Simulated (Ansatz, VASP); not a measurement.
## CaSe in VASP and in Ansatz

```
Ca Se
1.0
     0.05543    2.95600    2.95600
     2.95600    0.05543    2.95600
     3.01143    3.01143    0.00000
Ca Se
1 1
Cartesian
  0.0000 0.0000 0.0000
  3.0114 3.0114 2.9560
```

Change from the starting cell: strain +0.0375 x Voigt [0, 0, 0, 0, 0, 1], atoms carried along.

Alike in both runs: task single point; functional PBEsol; k mesh 8 × 8 × 8; occupations gaussian, width 0.05 eV; no spin polarisation.

```csv
,VASP,Ansatz
version,VASP 6.6.1,Ansatz 0.2.0
potentials or method,"VASP PAW PBE potentials, release 64 (Ca_sv, Se), cutoff 520 eV","scalar-relativistic, plane waves, PAW"
valence electrons in the cell,16,26
```

```csv
,VASP,Ansatz,Ansatz less VASP
gap on the k mesh at the Fermi level (eV),1.81,1.82,+0.013
least direct gap on the mesh (eV),2.71,2.72,+0.011
pressure (GPa),-0.9,-1.1,-0.19
"traceless stress, the component that is largest in VASP (GPa)",-1.02,-1.02,-0.006
```

VASP's potentials were made for PBE, not for PBEsol. The functional is the same, so the differences come from potentials, cutoffs and numerics. VASP's potentials hold 16 valence electrons a cell and Ansatz's 26, so a difference there can come from the potentials and not from the codes.
